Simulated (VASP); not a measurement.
# CoO (Fm-3m) in VASP: further runs

The runs below take CoO through single point, with LDA+U.

Everything below comes from runs of VASP 6.6.1. Logs are shortened: lines on timing, memory, paths and dates and some standing lists are left out, and cuts for length are marked.

## Step 1: The cell of the first run

It takes space group Fm-3m (No. 225, cubic). The conventional cell has a = 4.263 Å, b = 4.263 Å, c = 4.263 Å, α = 90.00°, β = 90.00°, γ = 90.00°. Co (site symmetry m-3m) has 6 O at 2.13 Å within 2.8 Å. O (site symmetry m-3m) has 6 Co at 2.13 Å within 2.8 Å.

## Step 2: Single point, LDA+U, collinear spin, ferromagnetic start

INCAR

```
SYSTEM = CoO
PREC = Accurate
ENCUT = 600
EDIFF = 1E-6
ISMEAR = 0
SIGMA = 0.05
LREAL = .False.
LASPH = .True.
NELM = 200
ALGO = Normal
ISIF = 2
LWAVE = .False.
LCHARG = .False.
ISPIN = 2
MAGMOM = 3 0
LORBIT = 11
LMAXMIX = 4
LDAU = .True.
LDAUTYPE = 2
LDAUL = 2 -1
LDAUU = 4 0
LDAUJ = 0 0
LDAUPRINT = 1
NBANDS = 22
GGA_COMPAT = .False.
```

KPOINTS

```
regular mesh
0
Gamma
  8 8 8
  0 0 0
```

POSCAR

```
CoO
1.0
    0.0000000000      2.1315016600      2.1315016600
    2.1315016600      0.0000000000      2.1315016600
    2.1315016600      2.1315016600      0.0000000000
Co O
1 1
Direct
    0.0000000000      0.0000000000      0.0000000000
    0.5000000000      0.5000000000      0.5000000000
```

Potentials or basis: VASP PAW LDA potentials, release 64 (Co_sv, O).

Run with:

```bash
$ cat potpaw_LDA.64/Co_sv/POTCAR potpaw_LDA.64/O/POTCAR > POTCAR
$ mpirun -np 1 vasp_std > vasp.out
```

OUTCAR:

```text
SYSTEM = CoO
   PREC = Accurate
   ENCUT = 600
   EDIFF = 1E-6
   ISMEAR = 0
   LREAL = .False.
   LASPH = .True.
   NELM = 200
   ISIF = 2
   ISPIN = 2
   LORBIT = 11

 ion  position               nearest neighbor table
   1  0.000  0.000  0.000-   2 2.13   2 2.13   2 2.13   2 2.13   2 2.13   2 2.13
   2  0.500  0.500  0.500-   1 2.13   1 2.13   1 2.13   1 2.13   1 2.13   1 2.13

  LATTYP: Found a face centered cubic cell.
 ALAT       =     4.2630033200

  Lattice vectors:

 A1 = (   0.0000000000,   2.1315016600,   2.1315016600)
 A2 = (   2.1315016600,   0.0000000000,   2.1315016600)
 A3 = (   2.1315016600,   2.1315016600,   0.0000000000)

Analysis of symmetry for initial positions (statically):
=====================================================================
 Subroutine PRICEL returns:
 Original cell was already a primitive cell.

 Routine SETGRP: Setting up the symmetry group for a
 face centered cubic supercell.

 Subroutine GETGRP returns: Found 48 space group operations
 (whereof 48 operations were pure point group operations)
 out of a pool of 48 trial point group operations.

The static configuration has the point symmetry O_h .

Analysis of symmetry for dynamics (positions and initial velocities):
=====================================================================
 Subroutine PRICEL returns:
 Original cell was already a primitive cell.

 Routine SETGRP: Setting up the symmetry group for a
 face centered cubic supercell.

 Subroutine GETGRP returns: Found 48 space group operations
 (whereof 48 operations were pure point group operations)
 out of a pool of 48 trial point group operations.

The dynamic configuration has the point symmetry O_h .

Analysis of structural, dynamic, and magnetic symmetry:
=====================================================================
 Subroutine PRICEL returns:
 Original cell was already a primitive cell.

 Routine SETGRP: Setting up the symmetry group for a
 face centered cubic supercell.

 Subroutine GETGRP returns: Found 48 space group operations
 (whereof 48 operations were pure point group operations)
 out of a pool of 48 trial point group operations.

The overall configuration has the point symmetry O_h .

 Subroutine INISYM returns: Found 48 space group operations
 (whereof 48 operations are pure point group operations),
 and found     1 'primitive' translations

----------------------------------------------------------------------------------------

                                     Primitive cell

  volume of cell :      19.3681

  direct lattice vectors                    reciprocal lattice vectors
     0.000000000  2.131501660  2.131501660    -0.234576407  0.234576407  0.234576407
     2.131501660  0.000000000  2.131501660     0.234576407 -0.234576407  0.234576407
     2.131501660  2.131501660  0.000000000     0.234576407  0.234576407 -0.234576407

  length of vectors
     3.014398556  3.014398556  3.014398556     0.406298254  0.406298254  0.406298254

  position of ions in fractional coordinates (direct lattice)
     0.000000000  0.000000000  0.000000000
     0.500000000  0.500000000  0.500000000

  ion indices of the primitive-cell ions
   primitive index   ion index
                 1           1
                 2           2

----------------------------------------------------------------------------------------

 KPOINTS: regular mesh

Automatic generation of k-mesh.
 Grid dimensions read from file:
 generate k-points for:    8    8    8

 Generating k-lattice:

  Cartesian coordinates                     Fractional coordinates (reciprocal lattice)
[... 58 lines left out ...]
   ENCUT  =  600.0 eV  44.10 Ry    6.64 a.u.   6.02  6.02  6.02*2*pi/ulx,y,z
   NELM   =    200;   NELMIN=  2; NELMDL= -5     # of ELM steps
   EDIFF  = 0.1E-05   stopping-criterion for ELM
   LREAL  =      F    real-space projection
   EDIFFG = 0.1E-04   stopping-criterion for IOM
   NSW    =      0    number of steps for IOM
   IBRION =     -1    ionic relax: 0-MD 1-quasi-New 2-CG
   NFREE  =      0    steps in history (QN), initial steepest desc. (CG)
   ISIF   =      2    stress and relaxation
   ISYM   =      2    0-nonsym 1-usesym 2-fastsym
   POTIM  = 0.5000    time-step for ionic-motion
   TEBEG  =    0.0;   TEEND  =   0.0 temperature during run
   PSTRESS=    0.0 pullay stress
   NELECT =      23.0000    total number of electrons
   NUPDOWN=      -1.0000    fix difference up-down
   EMIN   =  10.00;   EMAX   =-10.00  energy-range for DOS
   EFERMI =   0.00;   METHOD = LEGACY
   ISMEAR =     0;   SIGMA  =   0.05  broadening in eV -4-tet -1-fermi 0-gaus
   EFERMI_NEDOS =   21; number of points for ismear=-14 and -15
   IALGO  =     38    algorithm
   IMIX   =      4    mixing-type and parameters
     AMIX     =   0.40;   BMIX     =  1.00
     AMIX_MAG =   1.60;   BMIX_MAG =  1.00
  volume/ion in A,a.u.               =       9.68        65.35
  Fermi-wavevector in a.u.,A,eV,Ry     =   1.733625  3.276076 40.891695  3.005455
  Thomas-Fermi vector in A             =   2.807576
   LORBIT       =     11    0 simple, 1 ext, 2 COOP (PROOUT), +10 PAW based schemes
 LDA+U is selected, type is set to LDAUTYPE =  2
   angular momentum for each species LDAUL =     2   -1
   U (eV)           for each species LDAUU =   4.0  0.0
   J (eV)           for each species LDAUJ =   0.0  0.0
   GGA     = CA    functional components
   LHFCALC =     F    Hartree Fock is set to
   AEXX    =    0.0000 exact exchange contribution
   IVDW    =     0    specifies the selected vdW correction
   LEPSILON=     F    determine dielectric tensor
   LRPA    =     F    only Hartree local field effects (RPA)
 spin polarized calculation
 Gauss-broadening in eV      SIGMA  =   0.05
  energy-cutoff  :      600.00
  volume of cell :       19.37
 maximum number of plane-waves:       660
   NGX = 13   NGY = 13   NGZ = 13

atom =   1  type =  1  l = 2

 onsite density matrix

spin component  1

  0.9239  0.0000  0.0000 -0.0000  0.0000
  0.0000  0.9239  0.0000 -0.0000 -0.0000
  0.0000  0.0000  0.9552  0.0000 -0.0000
 -0.0000 -0.0000  0.0000  0.9239 -0.0000
  0.0000 -0.0000 -0.0000 -0.0000  0.9552

spin component  2

  0.6035 -0.0000 -0.0000  0.0000 -0.0000
 -0.0000  0.6035  0.0000  0.0000 -0.0000
 -0.0000  0.0000  0.1074  0.0000 -0.0000
  0.0000  0.0000  0.0000  0.6035  0.0000
 -0.0000 -0.0000 -0.0000  0.0000  0.1074

 occupancies and eigenvectors

  o =  0.1074  v =  0.0000  0.0000  0.0000  0.0000  0.0000  0.0000  0.0000 -0.9998 -0.0000 -0.0176      0.0000  0.0000  0.0000  0.0000  0.0000  0.0000  0.0000  0.0000  0.0000  0.0000
  o =  0.1074  v =  0.0000  0.0000  0.0000  0.0000  0.0000  0.0000 -0.0000 -0.0176 -0.0000  0.9998      0.0000  0.0000  0.0000  0.0000  0.0000  0.0000  0.0000  0.0000  0.0000  0.0000
  o =  0.6035  v =  0.0000  0.0000  0.0000  0.0000  0.0000  0.0000 -0.5914  0.0000 -0.8064 -0.0000      0.0000  0.0000  0.0000  0.0000  0.0000  0.0000  0.0000  0.0000  0.0000  0.0000
  o =  0.6035  v =  0.0000  0.0000  0.0000  0.0000  0.0000  0.0000 -0.8064 -0.0000  0.5914 -0.0000      0.0000  0.0000  0.0000  0.0000  0.0000  0.0000  0.0000  0.0000  0.0000  0.0000
  o =  0.6035  v =  0.0000  0.0000  0.0000  0.0000  0.0000  1.0000  0.0000  0.0000  0.0000  0.0000      0.0000  0.0000  0.0000  0.0000  0.0000  0.0000  0.0000  0.0000  0.0000  0.0000
  o =  0.9239  v =  0.0000 -0.1305  0.0000  0.9915 -0.0000  0.0000  0.0000  0.0000  0.0000  0.0000      0.0000  0.0000  0.0000  0.0000  0.0000  0.0000  0.0000  0.0000  0.0000  0.0000
  o =  0.9239  v =  0.0000 -0.9915  0.0000 -0.1305  0.0000  0.0000  0.0000  0.0000  0.0000  0.0000      0.0000  0.0000  0.0000  0.0000  0.0000  0.0000  0.0000  0.0000  0.0000  0.0000
  o =  0.9239  v =  1.0000  0.0000  0.0000  0.0000  0.0000  0.0000  0.0000  0.0000  0.0000  0.0000      0.0000  0.0000  0.0000  0.0000  0.0000  0.0000  0.0000  0.0000  0.0000  0.0000
  o =  0.9552  v =  0.0000 -0.0000 -0.0243 -0.0000 -0.9997  0.0000  0.0000  0.0000  0.0000  0.0000      0.0000  0.0000  0.0000  0.0000  0.0000  0.0000  0.0000  0.0000  0.0000  0.0000
  o =  0.9552  v =  0.0000  0.0000  0.9997 -0.0000 -0.0243  0.0000  0.0000  0.0000  0.0000  0.0000      0.0000  0.0000  0.0000  0.0000  0.0000  0.0000  0.0000  0.0000  0.0000  0.0000

 number of electron      22.9999975 magnetization       2.9997972

 Free energy of the ion-electron system (eV)
  ---------------------------------------------------
  ext. energy  EPLUGINS =         0.00000000
  ---------------------------------------------------
  free energy    TOTEN  =       -12.08434399 eV

  energy without entropy =      -12.07897865  energy(sigma->0) =      -12.08166132

 E-fermi :   8.1818     XC(G=0): -13.1828

 val. band max:        8.1758832934   @ k =   0.5000   0.2500   0.1250
 cond. band min:       8.1868601480   @ k =   0.2500   0.2500   0.0000
 fundamental gap:      0.0109768546
 Fermi energy:         8.1818094066

 spin component 1

 k-point     1 :       0.0000    0.0000    0.0000
  band No.  band energies     occupation
      1     -87.4223      1.00000
      2     -51.2200      1.00000
      3     -51.2200      1.00000
      4     -51.2200      1.00000
      5     -11.2865      1.00000
      6       3.5337      1.00000
[... 1193 lines left out ...]
     21      36.5425      0.00000
     22      38.0600      0.00000

 [... further k-points ...]
[... 5 lines left out ...]
  --------------------------------------------------------------------------------------
  -------------------------------------------------------------------------------------
  Total       -2.2929189     -2.2929189     -2.2929189      0.0000000      0.0000000     -0.0000000
  in kB     -189.6759479   -189.6759479   -189.6759479      0.0000000      0.0000000     -0.0000000
  external PRESSURE =    -189.6759479 kB  Pullay stress =       0.0000000 kB

 VOLUME and BASIS-vectors are now :
 -----------------------------------------------------------------------------
  energy-cutoff  :      600.00
  volume of cell :       19.37
      direct lattice vectors                 reciprocal lattice vectors
     0.000000000  2.131501660  2.131501660    -0.234576407  0.234576407  0.234576407
     2.131501660  0.000000000  2.131501660     0.234576407 -0.234576407  0.234576407
     2.131501660  2.131501660  0.000000000     0.234576407  0.234576407 -0.234576407

 POSITION                                       TOTAL-FORCE (eV/Angst)
 -----------------------------------------------------------------------------------
      0.00000      0.00000      0.00000        -0.000000      0.000000     -0.000000
      2.13150      2.13150      2.13150         0.000000     -0.000000      0.000000
 -----------------------------------------------------------------------------------
    total drift:                                0.000000     -0.000000     -0.000000

  FREE ENERGIE OF THE ION-ELECTRON SYSTEM (eV)
  ---------------------------------------------------
  free  energy   TOTEN  =       -12.0843439900 eV

  energy  without entropy=      -12.0789786524  energy(sigma->0) =      -12.08166132

 total charge

# of ion       s       p       d       tot
------------------------------------------
    1        2.148   6.063   6.681  14.892
    2        1.535   3.428   0.000   4.963
--------------------------------------------------
tot          3.683   9.491   6.681  19.855

 magnetization (x)

# of ion       s       p       d       tot
------------------------------------------
    1        0.012   0.010   2.652   2.674
    2        0.026   0.236   0.000   0.262
--------------------------------------------------
tot          0.038   0.246   2.652   2.936
```

It took 29 s on 1 thread of Intel Xeon Platinum 8488C (Sapphire Rapids), shared host; peak memory 0.14 GiB.

What came out:

| Quantity | Value |
| --- | --- |
| Free energy | -12.0843 eV |
| Pressure | -19.0 GPa |
| Band gap on the k mesh | zero (filled and empty bands overlap) |
| Net moment | 3.00 μB per cell |
| Site moments | Co +2.67; O +0.26 μB |
| Valence electrons inside the program's atomic spheres | Co 14.89; O 4.96 |

Levels at points of the mesh, in eV from the Fermi level:
Spin up:
```csv
k point,band 9,band 10,band 11,band 12,band 13,band 14,band 15,band 16,band 17,band 18
"(0.00, 0.00, 0.00)",-4.35,-4.35,-2.65,-2.65,-2.65,1.32,16.91,17.71,17.71,17.71
"(0.50, 0.00, 0.00)",-3.72,-3.72,-2.85,-0.29,-0.29,5.24,9.54,13.46,13.46,20.21
"(0.50, 0.50, 0.00)",-3.91,-3.91,-3.72,-3.45,-3.45,5.95,10.05,11.30,15.82,15.82
```
Spin down:
| k point | band 7 | band 8 | band 9 | band 10 | band 11 | band 12 | band 13 | band 14 |
| --- | --- | --- | --- | --- | --- | --- | --- | --- |
| (0.00, 0.00, 0.00) | -2.16 | -2.16 | -1.15 | -1.15 | -1.15 | 1.38 | 1.38 | 1.82 |
| (0.50, 0.00, 0.00) | -4.05 | -4.05 | -0.11 | -0.11 | 0.19 | 3.89 | 3.89 | 5.56 |
| (0.50, 0.50, 0.00) | -3.44 | -3.44 | -2.25 | 0.08 | 0.08 | 1.90 | 2.36 | 6.73 |

Eigenvalues of the final occupation matrices:
```csv
site,spin,trace,eigenvalues
site 1 d,1,4.68,0.92 0.92 0.92 0.96 0.96
site 1 d,2,2.03,0.11 0.11 0.60 0.60 0.60
```

Caveat: a cell with one magnetic atom can't hold antiferromagnetic order, which such compounds often take. The state reached can hang on the start; a lower one may exist.

## Step 3: Single point, LDA+U, collinear spin, ferromagnetic start

INCAR

```
SYSTEM = CoO
ALGO = Normal
EDIFF = 1E-6
ENCUT = 600
GGA = CA
GGA_COMPAT = .FALSE.
ISIF = 2
ISMEAR = 0
ISPIN = 2
LASPH = .TRUE.
LCHARG = .TRUE.
LDAU = .TRUE.
LDAUJ = 0 0
LDAUL = 2 -1
LDAUPRINT = 1
LDAUTYPE = 2
LDAUU = 4 0
LELF = .TRUE.
LMAXMIX = 4
LORBIT = 11
LREAL = .FALSE.
LVHAR = .TRUE.
LWAVE = .FALSE.
MAGMOM = 2.83 0.28
NBANDS = 22
NELM = 200
NUPDOWN = 3.0
PREC = Accurate
SIGMA = 0.05
```

KPOINTS

```
k-points
0
G
  8 8 8
  0 0 0
```

POSCAR is that of step 2.

Potentials or basis: VASP PAW LDA potentials, release 64 (Co_sv, O).

Run with:

```bash
$ cat potpaw_LDA.64/Co_sv/POTCAR potpaw_LDA.64/O/POTCAR > POTCAR
$ mpirun -np 1 vasp_std > vasp.out
```

OUTCAR:

```text
SYSTEM = CoO
   EDIFF = 1E-6
   ENCUT = 600
   GGA = CA
   ISIF = 2
   ISMEAR = 0
   ISPIN = 2
   LASPH = .TRUE.
   LORBIT = 11
   LREAL = .FALSE.
   NELM = 200
   NUPDOWN = 3.0
   PREC = Accurate

 ion  position               nearest neighbor table
   1  0.000  0.000  0.000-   2 2.13   2 2.13   2 2.13   2 2.13   2 2.13   2 2.13
   2  0.500  0.500  0.500-   1 2.13   1 2.13   1 2.13   1 2.13   1 2.13   1 2.13

  LATTYP: Found a face centered cubic cell.
 ALAT       =     4.2630033200

  Lattice vectors:

 A1 = (   0.0000000000,   2.1315016600,   2.1315016600)
 A2 = (   2.1315016600,   0.0000000000,   2.1315016600)
 A3 = (   2.1315016600,   2.1315016600,   0.0000000000)
[... 1450 lines left out ...]

 VOLUME and BASIS-vectors are now :
 -----------------------------------------------------------------------------
  energy-cutoff  :      600.00
  volume of cell :       19.37
      direct lattice vectors                 reciprocal lattice vectors
     0.000000000  2.131501660  2.131501660    -0.234576407  0.234576407  0.234576407
     2.131501660  0.000000000  2.131501660     0.234576407 -0.234576407  0.234576407
     2.131501660  2.131501660  0.000000000     0.234576407  0.234576407 -0.234576407

 POSITION                                       TOTAL-FORCE (eV/Angst)
 -----------------------------------------------------------------------------------
      0.00000      0.00000      0.00000         0.000000      0.000000      0.000000
      2.13150      2.13150      2.13150         0.000000      0.000000      0.000000
 -----------------------------------------------------------------------------------
    total drift:                                0.000000     -0.000000     -0.000000

  FREE ENERGIE OF THE ION-ELECTRON SYSTEM (eV)
  ---------------------------------------------------
  free  energy   TOTEN  =       -12.0843438670 eV

  energy  without entropy=      -12.0789787657  energy(sigma->0) =      -12.08166132

 total charge

# of ion       s       p       d       tot
------------------------------------------
    1        2.148   6.063   6.681  14.892
    2        1.535   3.428   0.000   4.963
--------------------------------------------------
tot          3.683   9.491   6.681  19.855

 magnetization (x)

# of ion       s       p       d       tot
------------------------------------------
    1        0.012   0.010   2.652   2.674
    2        0.026   0.236   0.000   0.262
--------------------------------------------------
tot          0.038   0.246   2.652   2.936
```

Run time: 15 s. Hardware: 1 thread of AMD EPYC 9R45 (Zen 5), shared host; peak memory 0.12 GiB.

What came out:

```yaml
Free_energy: -12.0843 eV
Pressure: -19.0 GPa
Net_moment: 3.00 μB per cell
Site_moments: Co +2.67; O +0.26 μB
Valence_electrons_inside_the_program's_atomic_spheres: Co 14.89; O 4.96
```

Eigenvalues of the final occupation matrices:
| site | spin | trace | eigenvalues |
| --- | --- | --- | --- |
| site 1 d | 1 | 4.68 | 0.92 0.92 0.92 0.96 0.96 |
| site 1 d | 2 | 2.03 | 0.11 0.11 0.60 0.60 0.60 |

Caveat: the total moment is fixed, so each spin has its own Fermi level; a cell with one magnetic atom can't hold antiferromagnetic order, which such compounds often take.

## Step 4: Single point, LDA+U, collinear spin, ferromagnetic start

INCAR

```
SYSTEM = CoO
PREC     = Accurate       ! precision mode
ENCUT    = 600            ! plane-wave cutoff, eV
EDIFF    = 1E-6           ! SCF threshold, eV
ISMEAR   = 0              ! smearing method
SIGMA    = 0.05           ! smearing width, eV
LREAL    = .FALSE.        ! projectors in reciprocal space
LASPH    = .TRUE.         ! aspherical terms in the spheres
NELM     = 200            ! most SCF steps
ALGO     = Normal         ! electronic algorithm
ISIF     = 2              ! what is computed and relaxed
LWAVE    = .FALSE.        ! write WAVECAR
LCHARG   = .FALSE.        ! write CHGCAR
ISPIN    = 2              ! spin polarisation
MAGMOM   = 0.75 0         ! initial moments
LORBIT   = 11             ! projections on sites
NUPDOWN  = 0.75           ! fixed moment
LMAXMIX  = 4              ! l up to which the mixer works
LDAU     = .TRUE.         ! DFT+U
LDAUTYPE = 2            
LDAUL    = 2 -1           ! shell
LDAUU    = 4 0            ! U, eV
LDAUJ    = 0 0          
LDAUPRINT= 1            
NBANDS   = 22             ! bands
GGA_COMPAT= .FALSE.
```

KPOINTS

```
regular mesh
0
G
  8 8 8
  0 0 0
```

POSCAR is that of step 3.

Run with:

```bash
$ cat potpaw_LDA.64/Co_sv/POTCAR potpaw_LDA.64/O/POTCAR > POTCAR
$ mpirun -np 1 vasp_std > vasp.out
```

Run time: 9.6 s. Hardware: 1 thread of Intel Xeon 6975P-C (Granite Rapids), shared host; peak memory 0.14 GiB.

Results (log left out):

- Free energy: -11.6509 eV
- Pressure: -34.2 GPa
- Net moment: 0.75 μB per cell
- Site moments: Co +0.85; O -0.12 μB
- Valence electrons inside the program's atomic spheres: Co 15.02; O 4.90

Eigenvalues of the final occupation matrices:
```tsv
site	spin	trace	eigenvalues
site 1 d	1	3.85	0.57 0.57 0.91 0.91 0.91
site 1 d	2	3.02	0.15 0.15 0.91 0.91 0.91
```

Caveat: the total moment is fixed, so each spin has its own Fermi level; a cell with one magnetic atom can't hold antiferromagnetic order, which such compounds often take. The state reached can hang on the start; a lower one may exist.

## Step 5: The runs side by side

| fixed moment (μB) | pressure (GPa) | moment (μB) |
| --- | --- | --- |
| - | -19.0 | 3.00 |
| 3.0 | -19.0 | 3.00 |
| 0.75 | -34.2 | 0.75 |

Alike in all rows: task single point; level LDA+U; potentials or basis VASP PAW LDA potentials, release 64 (Co_sv, O); spin collinear, ferromagnetic start; Co d U = 4.0 eV; cell as given; k mesh 8 × 8 × 8; cutoff (eV) 600; smearing gaussian 0.05 eV.

Caveats: a cell with one magnetic atom can't hold antiferromagnetic order, which such compounds often take; the total moment is fixed, so each spin has its own Fermi level (some runs).

Total energies depend on the potentials used, so only differences within one code and one set of settings carry meaning.
